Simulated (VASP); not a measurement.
The system is TaTi3.

```
Ti Ta
1.0
     4.13305    0.00000    0.00000
     0.00000    4.13305    0.00000
     0.00000    0.00000    4.13305
Ti Ta
3 1
Cartesian
  0.0000 2.0665 2.0665
  2.0665 0.0000 2.0665
  2.0665 2.0665 0.0000
  0.0000 0.0000 0.0000
```

```yaml
Program: VASP 6.6.1
Task: relaxation of cell and atoms
Functional: PBEsol
Potentials_or_basis: VASP PAW PBE potentials, release 64 (Ti_sv, Ta_pv)
Cutoff: 600 eV
k_mesh: 6 × 6 × 6
Occupations: fermi-dirac, width 0.05 eV
Spin: no spin polarisation
```

At the start: pressure -5.4 GPa; volume 17.65 Å³/atom.

Q: Where does the relaxation end?

A: Over 3 steps the energy falls by 12.8 meV/atom and the volume is 16.92 Å³/atom (-4.1 %); space group Pm-3m (No. 221, to 0.05 Å).

Step by step:
```
step  energy change (eV)  largest force (eV/Å)  pressure (GPa)  volume (Å³)
   1              0.0000                0.0000           -5.40        70.60
   2              0.0090                0.0000            6.70        64.70
   3             -0.0511                0.0000           -0.04        67.69
```

Final structure:
```cif
data_structure
_symmetry_space_group_name_H-M 'P 1'
_symmetry_Int_Tables_number 1
_cell_length_a 4.0755
_cell_length_b 4.0755
_cell_length_c 4.0755
_cell_angle_alpha 90.000
_cell_angle_beta 90.000
_cell_angle_gamma 90.000
_cell_volume 67.69
loop_
_atom_site_label
_atom_site_type_symbol
_atom_site_fract_x
_atom_site_fract_y
_atom_site_fract_z
_atom_site_occupancy
Ti1 Ti 0.00000 0.50000 0.50000 1
Ti2 Ti 0.50000 0.00000 0.50000 1
Ti3 Ti 0.50000 0.50000 0.00000 1
Ta1 Ta 0.00000 0.00000 0.00000 1
```

Caveat: the PAW data sets were made with another functional, which shifts forces and pressure a little.
